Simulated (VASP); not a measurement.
Write the native input for VASP 6.6.1 that does the following.

```
Task                   : relaxation of cell and atoms
Functional             : PBE
Potentials or basis    : VASP PAW PBE potentials, release 64 (Hf_pv, S)
Cutoff                 : 600 eV
k mesh                 : 12 × 12 × 2
Occupations            : gaussian, width 0.1 eV
Spin                   : no spin polarisation
Dipole correction      : no
Further INCAR settings : ALGO = Normal; EDIFF = 1e-07; IBRION = 2; EDIFFG = -0.01; NSW = 100; ISIF = 3
```

The structure of Hf3S5 lies in POSCAR:

```
Hf3S5
1.0
    3.5082767273      0.0000000000      0.0000000000
   -1.7541383636      3.0382567693      0.0000000000
    0.0000000000      0.0000000000     16.6418830087
Hf S
3 5
Direct
    0.3333333333      0.6666666667      0.5000000000
    0.3333333333      0.6666666667      0.8920965849
    0.3333333333      0.6666666667      0.1079034151
    0.6666666667      0.3333333333      0.4053349006
    0.6666666667      0.3333333333      0.5946650994
    0.0000000000      0.0000000000      0.8034247586
    0.0000000000      0.0000000000      0.0000000000
    0.0000000000      0.0000000000      0.1965752414
```

One way to write it, as run:

INCAR

```
PREC = Accurate
ENCUT = 600
EDIFF = 1E-7
ISMEAR = 0
SIGMA = 0.1
LREAL = F
LASPH = T
NELM = 80
ALGO = Normal
ISIF = 3
LWAVE = F
LCHARG = F
GGA = PE
IBRION = 2
NSW = 100
EDIFFG = -0.01
```

KPOINTS

```
regular mesh
0
Gamma
  12 12 2
```

Potentials or basis: VASP PAW PBE potentials, release 64 (Hf_pv, S).

Command:

```bash
$ cat potpaw_PBE.64/Hf_pv/POTCAR potpaw_PBE.64/S/POTCAR > POTCAR
$ mpirun -np 1 vasp_std > vasp.out
```

It gave:

- Relaxed volume: 22.49 Å³/atom
- Relaxed cell: a = 3.507 Å, b = 3.507 Å, c = 16.895 Å, α = 90.00°, β = 90.00°, γ = 120.00°
- Space group after relaxing (to 0.1 Å): P-6m2 (No. 187)
- Energy gained by relaxing: 0.3 meV/atom
- Ionic steps: 27
- Pressure after relaxing: 0.0 GPa
- Largest force after relaxing: 0.008 eV/Å
- Band gap on the k mesh: zero (bands 30 and 31 overlap by 0.75 eV)

Caveat: spin-orbit coupling is left out, which moves the levels of the heavy elements; this functional lacks dispersion, which binds layers or chains, so the pressure and a relaxed spacing across them are unreliable.

It took 100 min on 1 thread of Intel(R) Xeon(R) Platinum 8259CL CPU @ 2.50GHz (Skylake/Cascade Lake), with other jobs on the host, peak memory 0.5 GiB.
